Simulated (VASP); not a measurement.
# Co (P6_3/mmc) in VASP: a series of runs, part 2 of 2

VASP 6.6.1. Earlier steps stand in the parts before.

## Step 3: Single point, PBE, collinear spin, ferromagnetic start

This run uses another cell than the first one, of 10.69 Å³/atom.

File INCAR:

```
PREC = Accurate ; ENCUT = 690
EDIFF = 1E-6 ; ISMEAR = 0
SIGMA = 0.019000000000000003 ; LREAL = False
LASPH = True ; NELM = 200
ALGO = Normal ; ISIF = 2
LWAVE = False ; LCHARG = False
ISPIN = 2 ; MAGMOM = 2 2 2 2
LORBIT = 11 ; LMAXMIX = 4
GGA = PE ; NBANDS = 46
GGA_COMPAT = False
```

File KPOINTS:

```
regular mesh
0
Gamma
  12 12 4
```

File POSCAR:

```
Co
1.0
    2.4705617809      0.0000000000      0.0000000000
   -1.2352808905      2.1395692639      0.0000000000
    0.0000000000      0.0000000000      8.0882338000
Co
4
Direct
    0.6666666667      0.3333333333      0.7500000000
    0.0000000000      0.0000000000      0.5000000000
    0.3333333333      0.6666666667      0.2500000000
    0.0000000000      0.0000000000      0.0000000000
```

Potentials or basis: VASP PAW PBE potentials, release 64 (Co_sv).

On the command line:

```sh
$ cat potpaw_PBE.64/Co_sv/POTCAR > POTCAR
$ mpirun -np 1 vasp_std > vasp.out
```

OUTCAR:

```text
PREC = Accurate
   ENCUT = 690
   EDIFF = 1E-6
   ISMEAR = 0
   LREAL = False
   LASPH = True
   NELM = 200
   ISIF = 2
   ISPIN = 2
   LORBIT = 11
   GGA = PE

 ion  position               nearest neighbor table
   1  0.667  0.333  0.750-   2 2.47   4 2.47   2 2.47   4 2.47   2 2.47   4 2.47
   2  0.000  0.000  0.500-   1 2.47   3 2.47   1 2.47   3 2.47   1 2.47   3 2.47
   3  0.333  0.667  0.250-   2 2.47   4 2.47   2 2.47   4 2.47   2 2.47   4 2.47
   4  0.000  0.000  0.000-   1 2.47   3 2.47   1 2.47   3 2.47   1 2.47   3 2.47

  LATTYP: Found a hexagonal cell.
 ALAT       =     2.4705617809
 C/A-ratio  =     3.2738439745

  Lattice vectors:

 A1 = (   2.4705617809,   0.0000000000,   0.0000000000)
 A2 = (  -1.2352808905,   2.1395692639,   0.0000000000)
 A3 = (   0.0000000000,   0.0000000000,   8.0882338000)

Analysis of symmetry for initial positions (statically):
[... 2562 lines left out ...]
------------------------ aborting loop because EDIFF is reached ----------------------------------------

  FORCE on cell =-STRESS in cart. coord.  units (eV):
  Direction    XX          YY          ZZ          XY          YZ          ZX
  --------------------------------------------------------------------------------------
  -------------------------------------------------------------------------------------
  Total        1.2973076      1.2973076      0.0456463     -0.0000000      0.0000000      0.0000000
  in kB       48.6158381     48.6158381      1.7105671     -0.0000000      0.0000000      0.0000000
  external PRESSURE =      32.9807478 kB  Pullay stress =       0.0000000 kB

 VOLUME and BASIS-vectors are now :
 -----------------------------------------------------------------------------
  energy-cutoff  :      690.00
  volume of cell :       42.75
      direct lattice vectors                 reciprocal lattice vectors
     2.470561781  0.000000000  0.000000000     0.404766239  0.233691897  0.000000000
    -1.235280890  2.139569264  0.000000000     0.000000000  0.467383794  0.000000000
     0.000000000  0.000000000  8.088233800     0.000000000  0.000000000  0.123636386

 POSITION                                       TOTAL-FORCE (eV/Angst)
 -----------------------------------------------------------------------------------
      1.23528      0.71319      6.06618        -0.000000      0.000000     -0.000000
      0.00000      0.00000      4.04412        -0.000000      0.000000      0.000000
     -0.00000      1.42638      2.02206         0.000000     -0.000000      0.000000
      0.00000      0.00000      0.00000        -0.000000      0.000000      0.000000
 -----------------------------------------------------------------------------------
    total drift:                               -0.000000      0.000000      0.000000

  FREE ENERGIE OF THE ION-ELECTRON SYSTEM (eV)
  ---------------------------------------------------
  free  energy   TOTEN  =       -28.4502268621 eV

  energy  without entropy=      -28.4495499084  energy(sigma->0) =      -28.44988839

 total charge

# of ion       s       p       d       tot
------------------------------------------
    1        2.250   6.126   6.687  15.063
    2        2.250   6.124   6.695  15.070
    3        2.250   6.126   6.687  15.063
    4        2.250   6.124   6.695  15.070
--------------------------------------------------
tot          9.001  24.501  26.763  60.265

 magnetization (x)

# of ion       s       p       d       tot
------------------------------------------
    1       -0.003  -0.014   1.748   1.731
    2       -0.004  -0.013   1.720   1.704
    3       -0.003  -0.014   1.748   1.731
    4       -0.004  -0.013   1.720   1.704
--------------------------------------------------
tot         -0.014  -0.053   6.936   6.869
```

OSZICAR:

```text
N       E                     dE             d eps       ncg     rms          rms(c)
DAV:   1     0.175898965316E+04    0.17590E+04   -0.40068E+04 13356   0.537E+03
DAV:   2     0.316520124644E+03   -0.14425E+04   -0.13903E+04 13620   0.131E+03
DAV:   3    -0.813452429561E+01   -0.32465E+03   -0.31251E+03 15748   0.647E+02
DAV:   4    -0.313964915928E+02   -0.23262E+02   -0.23179E+02 16216   0.159E+02
DAV:   5    -0.330002312113E+02   -0.16037E+01   -0.16035E+01 16552   0.561E+01    0.244E+01
DAV:   6    -0.294921696555E+02    0.35081E+01   -0.35841E+01 14208   0.117E+02    0.229E+01
DAV:   7    -0.286633686188E+02    0.82880E+00   -0.61885E+00 13416   0.536E+01    0.121E+01
DAV:   8    -0.310773261646E+02   -0.24140E+01   -0.11081E+01 14024   0.647E+01    0.303E+01
DAV:   9    -0.284372975576E+02    0.26400E+01   -0.38507E+00 15048   0.400E+01    0.359E+00
DAV:  10    -0.284489674300E+02   -0.11670E-01   -0.29382E-01 16274   0.108E+01    0.211E+00
DAV:  11    -0.284506746947E+02   -0.17073E-02   -0.62913E-02 15728   0.389E+00    0.976E-01
DAV:  12    -0.284499979042E+02    0.67679E-03   -0.91707E-03 19600   0.158E+00    0.345E-01
DAV:  13    -0.284500785861E+02   -0.80682E-04   -0.12050E-03 15962   0.518E-01    0.168E-01
DAV:  14    -0.284501994982E+02   -0.12091E-03   -0.14336E-04 16856   0.212E-01    0.632E-02
DAV:  15    -0.284502263389E+02   -0.26841E-04   -0.43215E-05 15074   0.905E-02    0.321E-02
DAV:  16    -0.284502286539E+02   -0.23150E-05   -0.88750E-06 12260   0.740E-02    0.124E-02
DAV:  17    -0.284502273463E+02    0.13076E-05   -0.13257E-06  7478   0.296E-02    0.787E-03
DAV:  18    -0.284502268621E+02    0.48420E-06   -0.60590E-07  6948   0.257E-02
   1 F= -.28450227E+02 E0= -.28449888E+02  d E =-.676954E-03  mag=     6.6140
```

stdout:

```text
POSCAR found type information on POSCAR Co
 POSCAR found :  1 types and       4 ions
 scaLAPACK will be used
 LDA part: xc-table for (Slater+PW92), standard interpolation
 POSCAR, INCAR and KPOINTS ok, starting setup
 FFT: planning ... GRIDC
 FFT: planning ... GRID_SOFT
 FFT: planning ... GRID
 WAVECAR not read
 entering main loop
```

It took 6.5 min on 1 thread of Intel Xeon Platinum 8259CL at 2.50GHz (Skylake/Cascade Lake), shared host; peak memory 0.36 GiB.

Results:

```
Free energy                                           : -28.4502 eV
Pressure                                              : 3.3 GPa
Net moment                                            : 6.61 μB per cell
Site moments                                          : Co +1.73, +1.70 (each value once) μB
Valence electrons inside the program's atomic spheres : Co 15.06, 15.07 (each value once)
```

Caveat: the cell stands under pressure.

## Step 4: Single point, PBEsol+D4, collinear spin, ferromagnetic start

This run uses another cell than the first one, of 10.47 Å³/atom.

File INCAR:

```
SYSTEM = Co
PREC = Accurate ; ENCUT = 520
EDIFF = 1E-6 ; ISMEAR = -1
SIGMA = 0.05 ; LREAL = .FALSE.
LASPH = .TRUE. ; NELM = 150
ALGO = Normal ; ISIF = 2
LWAVE = .FALSE. ; LCHARG = .FALSE.
ISPIN = 2 ; MAGMOM = 2 2 2 2
LORBIT = 11 ; LMAXMIX = 4
GGA = PS ; IVDW = 13
NBANDS = 30
```

File KPOINTS:

```
regular mesh
0
G
  12 12 4
  0 0 0
```

File POSCAR:

```
Co
1.0
    2.4539803297      0.0000000000      0.0000000000
   -1.2269901649      2.1252093060      0.0000000000
    0.0000000000      0.0000000000      8.0339487160
Co
4
Direct
    0.6666666667      0.3333333333      0.7500000000
    0.0000000000      0.0000000000      0.5000000000
    0.3333333333      0.6666666667      0.2500000000
    0.0000000000      0.0000000000      0.0000000000
```

Potentials or basis: VASP PAW PBE potentials, release 64 (Co).

On the command line:

```sh
$ cat potpaw_PBE.64/Co/POTCAR > POTCAR
$ mpirun -np 1 vasp_std > vasp.out
```

Run time: 72 s. Hardware: 1 thread of Intel Xeon 6975P-C (Granite Rapids), shared host; peak memory 0.22 GiB.

The run converged. Its results:

```yaml
Free_energy: -31.9296 eV
Pressure: -5.9 GPa
Net_moment: 6.45 μB per cell
Site_moments: Co +1.63, +1.61 (each value once) μB
Valence_electrons_inside_the_program's_atomic_spheres: Co 8.34
Dispersion_energy_per_atom: -0.254 eV
```

Stress tensor (GPa, compression positive):
```
-4.54  0.00  0.00
 0.00 -4.54  0.00
 0.00  0.00 -8.48
```

Levels at points of the mesh, in eV from the Fermi level:
Spin up:
```tsv
k point	band 19	band 20	band 21	band 22	band 23	band 24	band 25	band 26
(0.00, 0.00, 0.00)	-1.45	-1.13	-1.13	-0.73	-0.73	-0.37	6.42	15.00
(0.50, 0.00, 0.00)	-0.47	-0.45	0.23	1.35	2.57	3.19	7.21	7.24
(0.00, 0.00, 0.50)	-1.61	-1.61	-0.90	-0.90	-0.90	-0.90	9.42	9.42
(0.50, 0.00, 0.50)	-0.49	-0.49	1.29	1.29	2.87	2.87	7.54	7.54
```
Spin down:
```
           k point  band 12  band 13  band 14  band 15  band 16  band 17
(0.00, 0.00, 0.00)    -0.89    -0.89    -0.84    -0.84    -0.32     0.04
(0.50, 0.00, 0.00)    -0.11    -0.08     0.54     1.23     1.24     1.25
(0.00, 0.00, 0.50)    -1.10    -0.98    -0.98    -0.98    -0.98     0.23
(0.50, 0.00, 0.50)    -0.88    -0.24    -0.24     0.83     0.83     1.25
```

Caveat: the cell stands under tension; the PAW data sets were made with another functional, which shifts forces and pressure a little.

## Step 5: Summary

| level | potentials or basis | cell | cutoff (eV) | smearing | gap on the mesh (eV) | pressure (GPa) | moment (μB) |
| --- | --- | --- | --- | --- | --- | --- | --- |
| RPBE+D3(BJ) | VASP PAW PBE potentials, release 64 (Co_sv) | a = 2.420, b = 2.420, c = 7.923 Å, angles 90.0, 90.0, 120.0°, 4 atoms | 690 | fermi-dirac 0.05 eV | none | -9.0 | 6.36 |
| PBE | VASP PAW PBE potentials, release 64 (Co_sv) | a = 2.471, b = 2.471, c = 8.088 Å, angles 90.0, 90.0, 120.0°, 4 atoms | 690 | gaussian 0.019 eV | none | 3.3 | 6.61 |
| PBEsol+D4 | VASP PAW PBE potentials, release 64 (Co) | a = 2.454, b = 2.454, c = 8.034 Å, angles 90.0, 90.0, 120.0°, 4 atoms | 520 | fermi-dirac 0.05 eV | none | -5.9 | 6.45 |

Alike in all rows: task single point; spin collinear, ferromagnetic start; k mesh 12 × 12 × 4.

Caveats: the cell stands under tension (at least some runs); the PAW data sets were made with another functional, which shifts forces and pressure a little (at least some runs); the dispersion term is far too large for a dense solid, which distorts pressure and volume (at least some runs); the cell stands under pressure (at least some runs).

Total energies depend on the potentials used, so only differences within one code and one set of settings carry meaning.
